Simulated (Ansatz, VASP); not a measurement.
# Si4Mo3 in VASP and in Ansatz

File INCAR:

```
  PREC = Accurate
  ENCUT = 500
  EDIFF = 1E-7
  ISMEAR = 0
  SIGMA = 0.2
  LREAL = False
  LASPH = True
  NELM = 120
  ALGO = Normal
  ISIF = 3
  LWAVE = False
  LCHARG = False
  GGA = PE
  IBRION = 2
  NSW = 36
  EDIFFG = -0.08
  GGA_COMPAT = False
  NELMIN = 4
```

Contents of KPOINTS:

```
Automatic mesh
0
Gamma
  4 4 3
```

File POSCAR:

```
Si4Mo3
1.0
    4.7638939000      0.0000000000      0.0000000000
   -2.3819469500      4.1256531400      0.0000000000
    0.0000000000      0.0000000000      5.9362054000
Si Mo
4 3
Direct
    0.3333333300      0.6666666700      0.1891076700
    0.6666666700      0.3333333300      0.1891076700
    0.6666666700      0.3333333300      0.8108923300
    0.3333333300      0.6666666700      0.8108923300
    0.3333333300      0.6666666700      0.5000000000
    0.6666666700      0.3333333300      0.5000000000
    0.0000000000      0.0000000000      0.5000000000
```

Input for Ansatz:

```yaml
crystal:
  lattice:
    - [4.7638939, 0.0, 0.0]
    - [-2.38194695, 4.12565314, 0.0]
    - [0.0, 0.0, 5.9362054]
  atoms:
    - { symbol: Si, position: [0.33333333, 0.66666667, 0.18910767] }
    - { symbol: Si, position: [0.66666667, 0.33333333, 0.18910767] }
    - { symbol: Si, position: [0.66666667, 0.33333333, 0.81089233] }
    - { symbol: Si, position: [0.33333333, 0.66666667, 0.81089233] }
    - { symbol: Mo, position: [0.33333333, 0.66666667, 0.5] }
    - { symbol: Mo, position: [0.66666667, 0.33333333, 0.5] }
    - { symbol: Mo, position: [0.0, 0.0, 0.5] }
basis:
  ecutwfc: 420
kpoints:
  mp_grid: { grid: [4, 4, 3] }
hamiltonian:
  xc: pbe
scf:
  occupations: { method: gaussian, width: 0.2 }
  lower_state_search: "off"
output:
  forces: true
  stress: true
  eigenvalues: true
relax:
  adjacent_minimum: "off"
  f_tol: 0.08
  max_steps: 16
  cell: { stress_tol: 0.8 }
```

Alike in both runs: task relaxation of cell and atoms; functional PBE; k mesh 4 × 4 × 3; occupations gaussian, width 0.2 eV; no spin polarisation.

|  | VASP | Ansatz |
| --- | --- | --- |
| version | VASP 6.6.1 | Ansatz 0.2.0 |
| potentials or method | VASP PAW PBE potentials, release 64 (Si, Mo_sv), cutoff 500 eV | scalar-relativistic, plane waves, PAW |
| valence electrons in the cell | 58 | 58 |

|  | VASP | Ansatz | Ansatz less VASP |
| --- | --- | --- | --- |
| gap on the k mesh at the Fermi level, each at its own relaxed structure (eV) | none | none | - |
| relaxed volume (Å³/atom) | 19.53 | 19.60 | +0.070 |
| relaxed cell length with the largest relative difference (Å) | 7.818 | 7.847 | +0.0297 |

A gap of «none» marks a metal or a gap that the smearing closes.

The k mesh is coarse, so the values compare programs but aren't converged. Noted on VASP's run: the volume moved by over 15 % at a fixed basis, so the end points are rough.
